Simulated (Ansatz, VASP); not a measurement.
# AlN in VASP and in Ansatz

File INCAR:

```
ALGO = Normal ; EDIFF = 1E-6
EDIFFG = -0.01 ; ENCUT = 600
GGA = PE ; IBRION = 2
ISIF = 3 ; ISMEAR = 0
LASPH = T ; LCHARG = F
LREAL = F ; LWAVE = F
NELM = 80 ; NSW = 100
PREC = Accurate ; SIGMA = 0.02
```

Contents of KPOINTS:

```
k-points
0
Gamma
  10 10 10
```

File POSCAR:

```
AlN
1.0
    0.0000000000      2.0351763364      2.0351763364
    2.0351763364      0.0000000000      2.0351763364
    2.0351763364      2.0351763364      0.0000000000
Al N
1 1
Direct
    0.0000000000      0.0000000000      0.0000000000
    0.5000000000      0.5000000000      0.5000000000
```

Input for Ansatz:

```yaml
crystal:
  lattice:
    - [0.0, 2.0351763364, 2.0351763364]
    - [2.0351763364, 0.0, 2.0351763364]
    - [2.0351763364, 2.0351763364, 0.0]
  atoms:
    - { symbol: Al, position: [0.0, 0.0, 0.0] }
    - { symbol: "N", position: [0.5, 0.5, 0.5] }
basis:
  ecutwfc: 420
kpoints:
  mp_grid: { grid: [10, 10, 10] }
hamiltonian:
  xc: pbe
scf:
  occupations: { method: gaussian, width: 0.02 }
output:
  forces: true
  stress: true
  eigenvalues: true
relax:
  adjacent_minimum: "off"
  f_tol: 0.01
  max_steps: 80
  cell: { stress_tol: 0.05 }
```

Alike in both runs: task relaxation of cell and atoms; functional PBE; k mesh 10 × 10 × 10; occupations gaussian, width 0.02 eV; no spin polarisation.

|  | VASP | Ansatz |
| --- | --- | --- |
| version | VASP 6.6.1 | Ansatz 0.2.0 |
| potentials or method | VASP PAW PBE potentials, release 64 (Al, N), cutoff 600 eV | scalar-relativistic, plane waves, PAW |
| valence electrons in the cell | 8 | 8 |

VASP gave:

* gap on the k mesh at the Fermi level, each at its own relaxed structure (eV): 4.43
* relaxed volume (Å³/atom): 8.42
* relaxed cell length with the largest relative difference (Å): 2.877

Estimate Ansatz's values.

gap on the k mesh at the Fermi level, each at its own relaxed structure (eV): 4.44; relaxed volume (Å³/atom): 8.43; relaxed cell length with the largest relative difference (Å): 2.878.
